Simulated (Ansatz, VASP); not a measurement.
**C in VASP and in Ansatz**

```
C
1.0
     0.00000    2.12700    3.34800
     1.22800    0.00000    3.34800
     1.22800    2.12700    0.00000
C
2
Direct
  0.16667 0.83333 0.16667
  0.83333 0.16667 0.83333
```

Alike in both runs: task single point; functional LDA; k mesh 16 × 16 × 16; occupations methfessel-paxton of order 1, width 0.1 eV; no spin polarisation.

```csv
,VASP,Ansatz
version,VASP 6.6.1,Ansatz 0.2.0
potentials or method,"VASP PAW LDA potentials, release 64 (C), cutoff 520 eV","plane waves, PAW"
valence electrons in the cell,8,8
```

|  | VASP | Ansatz | Ansatz less VASP |
| --- | --- | --- | --- |
| pressure (GPa) | -3.0 | -3.8 | -0.79 |
| traceless stress, the component that is largest in VASP (GPa) | 3.18 | 4.09 | +0.907 |

LDA's correlation is that of Perdew and Zunger in VASP and of Perdew and Wang (1992) in Ansatz.
